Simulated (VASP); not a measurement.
# Mn (P6/mmm) in VASP: notebook, part 2 of 2

VASP 6.6.1. The steps go on from the part before.

## 4. Single point, BLYP (11.19 Å³/atom)

Contents of INCAR:

```
SYSTEM = Mn
AGGAC = 1.0
AGGAX = 1.0
ALDAC = 0.0
ALDAX = 1.0
ALGO = Normal
EDIFF = 1E-7
ENCUT = 520
GGA = B5
ISIF = 2
ISMEAR = -1
LASPH = .True.
LCHARG = .True.
LELF = .True.
LREAL = .False.
LVHAR = .True.
LWAVE = .False.
NBANDS = 26
NELM = 100
PREC = Accurate
SIGMA = 0.1
```

Contents of KPOINTS:

```
k-points
0
Gamma
  10 10 14
  0 0 0
```

Contents of POSCAR:

```
Mn
1.0
    3.9472164374      0.0000000000      0.0000000000
   -1.9736082187      3.4183897090      0.0000000000
    0.0000000000      0.0000000000      2.4889000761
Mn
3
Direct
    1.0000000000      0.0000000000      0.0000000000
    0.3333333333      0.6666666667      0.5000000000
    0.6666666667      0.3333333333      0.5000000000
```

Potentials or basis: VASP PAW PBE potentials, release 64 (Mn_pv).

Launch:

```sh
$ cat potpaw_PBE.64/Mn_pv/POTCAR > POTCAR
$ mpirun -np 1 vasp_std > vasp.out
```

OUTCAR:

```text
SYSTEM = Mn
   EDIFF = 1E-7
   ENCUT = 520
   GGA = B5
   ISIF = 2
   ISMEAR = -1
   LASPH = .True.
   LREAL = .False.
   NELM = 100
   PREC = Accurate

 ion  position               nearest neighbor table
   1  0.000  0.000  0.000-   2 2.60   3 2.60   2 2.60   3 2.60   2 2.60   2 2.60   3 2.60   3 2.60
                             3 2.60   3 2.60   2 2.60   2 2.60
   2  0.333  0.667  0.500-   3 2.28   3 2.28   3 2.28   1 2.60   1 2.60   1 2.60   1 2.60   1 2.60
                             1 2.60
   3  0.667  0.333  0.500-   2 2.28   2 2.28   2 2.28   1 2.60   1 2.60   1 2.60   1 2.60   1 2.60
                             1 2.60

  LATTYP: Found a hexagonal cell.
 ALAT       =     3.9472164374
 C/A-ratio  =     0.6305456302

  Lattice vectors:

 A1 = (   3.9472164374,   0.0000000000,   0.0000000000)
 A2 = (  -1.9736082187,   3.4183897090,   0.0000000000)
 A3 = (   0.0000000000,   0.0000000000,   2.4889000761)

Analysis of symmetry for initial positions (statically):
=====================================================================
 Subroutine PRICEL returns:
 Original cell was already a primitive cell.

 Routine SETGRP: Setting up the symmetry group for a
 hexagonal supercell.
[... 168 lines left out ...]

 E-fermi :  10.3489     XC(G=0): -13.1765

 val. band max:       10.3246608509   @ k =   0.2000   0.0000   0.2143
 cond. band min:      10.3600609707   @ k =   0.5000   0.0000   0.2857
 fundamental gap:      0.0354001198
 Fermi energy:        10.3488591812

 k-point     1 :       0.0000    0.0000    0.0000
  band No.  band energies     occupation
      1     -37.6879      2.00000
      2     -37.6879      2.00000
      3     -37.3717      2.00000
      4     -37.3716      2.00000
      5     -37.2882      2.00000
      6     -37.1236      2.00000
[... 685 lines left out ...]
     25      12.0848      0.00000
     26      12.3363      0.00000

 [... further k-points ...]

------------------------ aborting loop because EDIFF is reached ----------------------------------------

  FORCE on cell =-STRESS in cart. coord.  units (eV):
  Direction    XX          YY          ZZ          XY          YZ          ZX
  --------------------------------------------------------------------------------------
  -------------------------------------------------------------------------------------
  Total        0.0434147      0.0434147     -0.0035691      0.0000000     -0.0000000      0.0000000
  in kB        2.0712253      2.0712253     -0.1702759      0.0000000     -0.0000000      0.0000000
  external PRESSURE =       1.3240582 kB  Pullay stress =       0.0000000 kB

 VOLUME and BASIS-vectors are now :
 -----------------------------------------------------------------------------
  energy-cutoff  :      520.00
  volume of cell :       33.58
      direct lattice vectors                 reciprocal lattice vectors
     3.947216437  0.000000000  0.000000000     0.253343088  0.146267700  0.000000000
    -1.973608219  3.418389709  0.000000000     0.000000000  0.292535400  0.000000000
     0.000000000  0.000000000  2.488900076     0.000000000  0.000000000  0.401783908

 POSITION                                       TOTAL-FORCE (eV/Angst)
 -----------------------------------------------------------------------------------
      0.00000      0.00000      0.00000        -0.000000      0.000000      0.000000
     -0.00000      2.27893      1.24445        -0.000000     -0.000000      0.000000
      1.97361      1.13946      1.24445         0.000000      0.000000      0.000000
 -----------------------------------------------------------------------------------
    total drift:                               -0.000000      0.000000      0.000000

  FREE ENERGIE OF THE ION-ELECTRON SYSTEM (eV)
  ---------------------------------------------------
  free  energy   TOTEN  =       -23.2971014836 eV

  energy  without entropy=      -23.1754046590  energy(sigma->0) =      -23.23625307
```

stdout:

```text
POSCAR found type information on POSCAR Mn
 POSCAR found :  1 types and       3 ions
 scaLAPACK will be used
 -----------------------------------------------------------------------------
|                                                                             |
|                                                                             |
|     You enforced a specific xc type in the INCAR file but a different       |
|     I HOPE YOU KNOW WHAT YOU ARE DOING!                                     |
|                                                                             |
 -----------------------------------------------------------------------------

 LDA part: xc-table for (Slater(with rela. corr.)+VWN5), standard interpolation
 POSCAR, INCAR and KPOINTS ok, starting setup
 FFT: planning ... GRIDC
 FFT: planning ... GRID_SOFT
 FFT: planning ... GRID
 WAVECAR not read
 entering main loop
```

Wall time 60 s (1 thread of Intel Xeon 6975P-C (Granite Rapids), shared host); peak memory 0.19 GiB.

What came out:

| Quantity | Value |
| --- | --- |
| Free energy | -23.2971 eV |
| Pressure | 0.1 GPa |
| Band gap on the k mesh | zero (an odd number of electrons rules out a gap without spin polarisation) |

Stress tensor (GPa, compression positive):
```
 0.21  0.00  0.00
 0.00  0.21  0.00
 0.00  0.00 -0.02
```

Levels at points of the mesh, in eV from the Fermi level:
```
           k point  band 17  band 18  band 19  band 20  band 21  band 22
(0.00, 0.00, 0.00)    -1.06    -0.53    -0.53    -0.12    -0.12    -0.03
(0.50, 0.00, 0.00)    -1.05    -0.94     0.03     0.10     1.11     1.30
(0.00, 0.00, 0.50)    -0.71    -0.55    -0.55     1.29     1.29     1.66
(0.50, 0.00, 0.50)    -0.69    -0.60     0.03     0.37     1.09     1.44
```

Caveat: the PAW data sets were made with another functional, which shifts forces and pressure a little; the run has no spin polarisation, though such a crystal can be magnetic. Spin polarisation is off, so any magnetic state and its effect on volume and gap are missing.

## 5. Single point, BLYP (11.64 Å³/atom)

This run uses another cell than the first one, of 11.64 Å³/atom.

Contents of INCAR:

```
PREC = Accurate ; ENCUT = 520
EDIFF = 1E-6 ; ISMEAR = -1
SIGMA = 0.1 ; LREAL = False
LASPH = True ; NELM = 80
ALGO = Normal ; ISIF = 2
LWAVE = False ; LCHARG = False
GGA = B5 ; ALDAX = 1.0
AGGAX = 1.0 ; AGGAC = 1.0
ALDAC = 0.0 ; NBANDS = 26
```

Contents of KPOINTS:

```
regular mesh
0
Gamma
  10 10 14
```

Contents of POSCAR:

```
Mn
1.0
    3.9991594524      0.0000000000      0.0000000000
   -1.9995797262      3.4633736796      0.0000000000
    0.0000000000      0.0000000000      2.5216525173
Mn
3
Direct
    1.0000000000      0.0000000000      0.0000000000
    0.3333333333      0.6666666667      0.5000000000
    0.6666666667      0.3333333333      0.5000000000
```

Potentials or basis: VASP PAW PBE potentials, release 64 (Mn_pv).

Launch:

```sh
$ cat potpaw_PBE.64/Mn_pv/POTCAR > POTCAR
$ mpirun -np 1 vasp_std > vasp.out
```

OUTCAR:

```text
PREC = Accurate
   ENCUT = 520
   EDIFF = 1E-6
   ISMEAR = -1
   LREAL = False
   LASPH = True
   NELM = 80
   ISIF = 2
   GGA = B5

 ion  position               nearest neighbor table
   1  0.000  0.000  0.000-   2 2.63   3 2.63   2 2.63   3 2.63   3 2.63   3 2.63   2 2.63   2 2.63
                             3 2.63   3 2.63   2 2.63   2 2.63
   2  0.333  0.667  0.500-   3 2.31   3 2.31   3 2.31   1 2.63   1 2.63   1 2.63   1 2.63   1 2.63
                             1 2.63
   3  0.667  0.333  0.500-   2 2.31   2 2.31   2 2.31   1 2.63   1 2.63   1 2.63   1 2.63   1 2.63
                             1 2.63

  LATTYP: Found a hexagonal cell.
 ALAT       =     3.9991594524
 C/A-ratio  =     0.6305456302

  Lattice vectors:

 A1 = (   3.9991594524,   0.0000000000,   0.0000000000)
 A2 = (  -1.9995797262,   3.4633736796,   0.0000000000)
 A3 = (   0.0000000000,   0.0000000000,   2.5216525173)

Analysis of symmetry for initial positions (statically):
=====================================================================
 Subroutine PRICEL returns:
 Original cell was already a primitive cell.

 Routine SETGRP: Setting up the symmetry group for a
 hexagonal supercell.

 Subroutine GETGRP returns: Found 24 space group operations
 (whereof 24 operations were pure point group operations)
 out of a pool of 24 trial point group operations.

The static configuration has the point symmetry D_6h.

Analysis of symmetry for dynamics (positions and initial velocities):
=====================================================================
 Subroutine PRICEL returns:
 Original cell was already a primitive cell.

 Routine SETGRP: Setting up the symmetry group for a
 hexagonal supercell.

 Subroutine GETGRP returns: Found 24 space group operations
 (whereof 24 operations were pure point group operations)
 out of a pool of 24 trial point group operations.

The dynamic configuration has the point symmetry D_6h.

[... 116 lines left out ...]
   EFERMI_NEDOS =   21; number of points for ismear=-14 and -15
   IALGO  =     38    algorithm
   IMIX   =      4    mixing-type and parameters
     AMIX     =   0.40;   BMIX     =  1.00
     AMIX_MAG =   1.60;   BMIX_MAG =  1.00
  volume/ion in A,a.u.               =      11.64        78.56
  Fermi-wavevector in a.u.,A,eV,Ry     =   1.698421  3.209550 39.247811  2.884633
  Thomas-Fermi vector in A             =   2.778923
   LORBIT       =      0    0 simple, 1 ext, 2 COOP (PROOUT), +10 PAW based schemes
   GGA     = B5    functional components
   LHFCALC =     F    Hartree Fock is set to
   AEXX    =    0.0000 exact exchange contribution
   IVDW    =     0    specifies the selected vdW correction
   LEPSILON=     F    determine dielectric tensor
   LRPA    =     F    only Hartree local field effects (RPA)
 non-spin polarized calculation
  energy-cutoff  :      520.00
  volume of cell :       34.93
 maximum number of plane-waves:       963
 NGX is ok and might be reduce to    30
   NGX = 15   NGY = 15   NGZ =  9

 number of electron      38.9999997 magnetization

 Free energy of the ion-electron system (eV)
  ---------------------------------------------------
  ext. energy  EPLUGINS =         0.00000000
  ---------------------------------------------------
  free energy    TOTEN  =       -23.26053016 eV

  energy without entropy =      -23.13101862  energy(sigma->0) =      -23.19577439

 E-fermi :   9.8196     XC(G=0): -12.9481

 val. band max:        9.8140300188   @ k =   0.5000  -0.0000   0.5000
 cond. band min:       9.8215100163   @ k =   0.3000   0.1000   0.0000
 fundamental gap:      0.0074799975
 Fermi energy:         9.8196033865

 k-point     1 :       0.0000    0.0000    0.0000
  band No.  band energies     occupation
      1     -38.1659      2.00000
      2     -38.1659      2.00000
      3     -37.8804      2.00000
      4     -37.8804      2.00000
      5     -37.8178      2.00000
      6     -37.6737      2.00000
[... 685 lines left out ...]
     25      11.4608      0.00000
     26      11.7011      0.00000

 [... further k-points ...]

------------------------ aborting loop because EDIFF is reached ----------------------------------------

  FORCE on cell =-STRESS in cart. coord.  units (eV):
  Direction    XX          YY          ZZ          XY          YZ          ZX
  --------------------------------------------------------------------------------------
  -------------------------------------------------------------------------------------
  Total       -1.9039958     -1.9039958     -1.7845458      0.0000000      0.0000000     -0.0000000
  in kB      -87.3420268    -87.3420268    -81.8624947      0.0000000      0.0000000     -0.0000000
  external PRESSURE =     -85.5155161 kB  Pullay stress =       0.0000000 kB

 VOLUME and BASIS-vectors are now :
 -----------------------------------------------------------------------------
  energy-cutoff  :      520.00
  volume of cell :       34.93
      direct lattice vectors                 reciprocal lattice vectors
     3.999159452  0.000000000  0.000000000     0.250052545  0.144367904  0.000000000
    -1.999579726  3.463373680  0.000000000     0.000000000  0.288735809  0.000000000
     0.000000000  0.000000000  2.521652517     0.000000000  0.000000000  0.396565345

 POSITION                                       TOTAL-FORCE (eV/Angst)
 -----------------------------------------------------------------------------------
      0.00000      0.00000      0.00000        -0.000000      0.000000      0.000000
     -0.00000      2.30892      1.26083         0.000000     -0.000000     -0.000000
      1.99958      1.15446      1.26083        -0.000000     -0.000000      0.000000
 -----------------------------------------------------------------------------------
    total drift:                               -0.000000      0.000000      0.000000

  FREE ENERGIE OF THE ION-ELECTRON SYSTEM (eV)
  ---------------------------------------------------
  free  energy   TOTEN  =       -23.2605301603 eV

  energy  without entropy=      -23.1310186151  energy(sigma->0) =      -23.19577439
```

Wall time 58 s (1 thread of Intel Xeon 6975P-C (Granite Rapids), shared host); peak memory 0.19 GiB.

Results:

* Free energy: -23.2605 eV
* Pressure: -8.6 GPa
* Band gap on the k mesh: zero (an odd number of electrons rules out a gap without spin polarisation)

Caveat: the cell stands under tension; the PAW data sets were made with another functional, which shifts forces and pressure a little; the run has no spin polarisation, though such a crystal can be magnetic. Spin polarisation is off, so any magnetic state and its effect on volume and gap are missing.

## 6. Single point, BLYP (12.09 Å³/atom)

This run uses another cell than the first one, of 12.09 Å³/atom.

Contents of INCAR:

```
SYSTEM = Mn
PREC = Accurate
ENCUT = 520
EDIFF = 1E-6
ISMEAR = -1
SIGMA = 0.1
LREAL = .False.
LASPH = .True.
NELM = 100
ALGO = Normal
ISIF = 2
LWAVE = .False.
LCHARG = .False.
GGA = B5
ALDAX = 1.0
AGGAX = 1.0
AGGAC = 1.0
ALDAC = 0.0
NBANDS = 26
```

Contents of KPOINTS:

```
regular mesh
0
Gamma
  10 10 14
  0 0 0
```

Contents of POSCAR:

```
Mn
1.0
    4.0497870985      0.0000000000      0.0000000000
   -2.0248935492      3.5072185073      0.0000000000
    0.0000000000      0.0000000000      2.5535755583
Mn
3
Direct
    1.0000000000      0.0000000000      0.0000000000
    0.3333333333      0.6666666667      0.5000000000
    0.6666666667      0.3333333333      0.5000000000
```

Potentials or basis: VASP PAW PBE potentials, release 64 (Mn_pv).

Launch:

```sh
$ cat potpaw_PBE.64/Mn_pv/POTCAR > POTCAR
$ mpirun -np 1 vasp_std > vasp.out
```

OUTCAR:

```text
SYSTEM = Mn
   PREC = Accurate
   ENCUT = 520
   EDIFF = 1E-6
   ISMEAR = -1
   LREAL = .False.
   LASPH = .True.
   NELM = 100
   ISIF = 2
   GGA = B5

 ion  position               nearest neighbor table
   1  0.000  0.000  0.000-   2 2.66   3 2.66   2 2.66   3 2.66   3 2.66   3 2.66   2 2.66   2 2.66
                             3 2.66   3 2.66   2 2.66   2 2.66
   2  0.333  0.667  0.500-   3 2.34   3 2.34   3 2.34   1 2.66   1 2.66   1 2.66   1 2.66   1 2.66
                             1 2.66
   3  0.667  0.333  0.500-   2 2.34   2 2.34   2 2.34   1 2.66   1 2.66   1 2.66   1 2.66   1 2.66
                             1 2.66

  LATTYP: Found a hexagonal cell.
[... 893 lines left out ...]
  --------------------------------------------------------------------------------------
  -------------------------------------------------------------------------------------
  Total       -3.6299158     -3.6299158     -3.3561397     -0.0000000      0.0000000      0.0000000
  in kB     -160.3479477   -160.3479477   -148.2541569     -0.0000000      0.0000000      0.0000000
  external PRESSURE =    -156.3166841 kB  Pullay stress =       0.0000000 kB

 VOLUME and BASIS-vectors are now :
 -----------------------------------------------------------------------------
  energy-cutoff  :      520.00
  volume of cell :       36.27
      direct lattice vectors                 reciprocal lattice vectors
     4.049787099  0.000000000  0.000000000     0.246926561  0.142563116  0.000000000
    -2.024893549  3.507218507  0.000000000     0.000000000  0.285126233  0.000000000
     0.000000000  0.000000000  2.553575558     0.000000000  0.000000000  0.391607758

 POSITION                                       TOTAL-FORCE (eV/Angst)
 -----------------------------------------------------------------------------------
      0.00000      0.00000      0.00000         0.000000      0.000000      0.000000
     -0.00000      2.33815      1.27679        -0.000000      0.000000     -0.000000
      2.02489      1.16907      1.27679         0.000000     -0.000000      0.000000
 -----------------------------------------------------------------------------------
    total drift:                               -0.000000      0.000000      0.000000

  FREE ENERGIE OF THE ION-ELECTRON SYSTEM (eV)
  ---------------------------------------------------
  free  energy   TOTEN  =       -23.1576309677 eV

  energy  without entropy=      -23.0199842147  energy(sigma->0) =      -23.08880759
```

OSZICAR:

```text
N       E                     dE             d eps       ncg     rms          rms(c)
DAV:   1     0.437843952626E+03    0.43784E+03   -0.22896E+04  6016   0.202E+03
DAV:   2    -0.332774502261E+01   -0.44117E+03   -0.43157E+03  5834   0.551E+02
DAV:   3    -0.270226007296E+02   -0.23695E+02   -0.22726E+02  6310   0.143E+02
DAV:   4    -0.276111003120E+02   -0.58850E+00   -0.58376E+00  6394   0.226E+01
DAV:   5    -0.276212875350E+02   -0.10187E-01   -0.10183E-01  6322   0.316E+00    0.192E+01
DAV:   6    -0.244401560556E+02    0.31811E+01   -0.44926E+01  6150   0.632E+01    0.164E+01
DAV:   7    -0.330328582427E+02   -0.85927E+01   -0.69102E+01  7486   0.681E+01    0.432E+01
DAV:   8    -0.231904442711E+02    0.98424E+01   -0.48972E+01  7016   0.327E+01    0.326E+00
DAV:   9    -0.231847369635E+02    0.57073E-02   -0.48764E-01  6070   0.563E+00    0.173E+00
DAV:  10    -0.231600415589E+02    0.24695E-01   -0.16821E-01  6394   0.336E+00    0.796E-01
DAV:  11    -0.231579305877E+02    0.21110E-02   -0.83073E-03  5998   0.103E+00    0.268E-01
DAV:  12    -0.231576796224E+02    0.25097E-03   -0.10221E-03  6492   0.300E-01    0.128E-01
DAV:  13    -0.231576427904E+02    0.36832E-04   -0.91518E-05  6130   0.843E-02    0.397E-02
DAV:  14    -0.231576315055E+02    0.11285E-04   -0.36101E-05  6278   0.542E-02    0.141E-02
DAV:  15    -0.231576309677E+02    0.53778E-06   -0.18747E-06  3578   0.145E-02
   1 F= -.23157631E+02 E0= -.23088808E+02  d E =-.137647E+00
```

Wall time 58 s (1 thread of Intel Xeon 6975P-C (Granite Rapids), shared host); peak memory 0.19 GiB.

What came out:

```
Free energy            : -23.1576 eV
Pressure               : -15.6 GPa
Band gap on the k mesh : zero (an odd number of electrons rules out a gap without spin polarisation)
```

Levels at points of the mesh, in eV from the Fermi level:
```
           k point  band 15  band 16  band 17  band 18  band 19  band 20  band 21  band 22  band 23  band 24
(0.00, 0.00, 0.00)    -1.83    -1.49    -0.96    -0.47    -0.47    -0.10    -0.10    -0.02    -0.02     1.62
(0.50, 0.00, 0.00)    -1.98    -1.25    -0.96    -0.84     0.03     0.09     0.98     1.16     1.19     1.19
(0.00, 0.00, 0.50)    -2.50    -0.66    -0.66    -0.48    -0.48     1.15     1.15     1.48     1.48     1.96
(0.50, 0.00, 0.50)    -1.72    -1.11    -0.65    -0.53    -0.03     0.32     0.99     1.29     1.43     1.84
```

Caveat: the cell stands under tension; the PAW data sets were made with another functional, which shifts forces and pressure a little; the run has no spin polarisation, though such a crystal can be magnetic. Spin polarisation is off, so any magnetic state and its effect on volume and gap are missing.

## 7. Overview

| cell | k mesh | gap on the mesh (eV) | pressure (GPa) |
| --- | --- | --- | --- |
| a = 3.947, b = 3.947, c = 2.489 Å, angles 90.0, 90.0, 120.0°, 3 atoms | 9 × 9 × 13 | none | 0.2 |
| a = 3.839, b = 3.839, c = 2.421 Å, angles 90.0, 90.0, 120.0°, 3 atoms | 10 × 10 × 14 | none | 24.9 |
| a = 3.947, b = 3.947, c = 2.489 Å, angles 90.0, 90.0, 120.0°, 3 atoms | 10 × 10 × 14 | none | 0.1 |
| a = 3.999, b = 3.999, c = 2.522 Å, angles 90.0, 90.0, 120.0°, 3 atoms | 10 × 10 × 14 | none | -8.6 |
| a = 4.050, b = 4.050, c = 2.554 Å, angles 90.0, 90.0, 120.0°, 3 atoms | 10 × 10 × 14 | none | -15.6 |

Alike in all rows: task single point; level BLYP; potentials or basis VASP PAW PBE potentials, release 64 (Mn_pv); no spin polarisation; cutoff (eV) 520; smearing fermi-dirac 0.1 eV.

Caveats: the PAW data sets were made with another functional, which shifts forces and pressure a little; the run has no spin polarisation, though such a crystal can be magnetic; the cell stands under tension (at least some runs); the cell stands under pressure (at least some runs).

Total energies depend on the potentials used, so only differences within one code and one set of settings carry meaning.
